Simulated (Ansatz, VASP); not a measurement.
Two plane-wave programs on Mo

The input POSCAR:

```
Mo
1.0
    2.7355104000      0.0000000000      0.0000000000
   -1.3677552000      2.3690214987      0.0000000000
    0.0000000000      0.0000000000      2.5551807000
Mo
1
Direct
    0.0000000000      0.0000000000      0.5000000000
```

The input INCAR.step1:

```
ALGO = Normal
EDIFF = 1E-4
ENCUT = 600
GGA = PE
ISMEAR = 0
LASPH = True
LCHARG = False
LREAL = False
LWAVE = True
NELM = 80
PREC = Accurate
SIGMA = 0.1
```

Contents of INCAR.step2:

```
ALGO = Normal
EDIFF = 1E-6
EDIFFG = -0.01
ENCUT = 600
IBRION = 2
ISIF = 3
ISMEAR = 0
ISTART = 1
LASPH = True
LCHARG = False
LMIXTAU = True
LREAL = False
LWAVE = False
METAGGA = R2SCAN
NELM = 80
NSW = 80
PREC = Accurate
SIGMA = 0.1
```

File KPOINTS:

```
k-points
0
Gamma
  18 18 17
```

Input for Ansatz:

```yaml
crystal:
  lattice:
    a: 2.7355104
    b: 2.7355104
    c: 2.5551807
    alpha: 90.0
    beta: 90.0
    gamma: 120.0
  space_group: 191
  atoms:
    - { symbol: Mo, position: [0.0, 0.0, 0.5] }
basis:
  ecutwfc: 600.0
kpoints:
  mp_grid:
    grid: [18, 18, 17]
hamiltonian:
  xc: r2scan
scf:
  occupations:
    method: gaussian
relax:
  cell: {}
```

Alike in both runs: task relaxation of cell and atoms; functional r2SCAN; k mesh 18 × 18 × 17; no spin polarisation.

|  | VASP | Ansatz |
| --- | --- | --- |
| version | VASP 6.6.1 | Ansatz 0.2.0 |
| potentials or method | VASP PAW PBE potentials, release 64 (Mo_sv), cutoff 600 eV | plane waves, PAW |
| occupations | gaussian, width 0.1 eV | gaussian |
| valence electrons in the cell | 14 | 14 |

Ansatz gave:

- relaxed volume (Å³/atom): 16.62
- relaxed cell length with the largest relative difference (Å): 2.540

Q: Estimate VASP's values.

A: Relaxed volume (Å³/atom): 16.69; relaxed cell length with the largest relative difference (Å): 2.545.

VASP's potentials were made for PBE, not for r2SCAN.
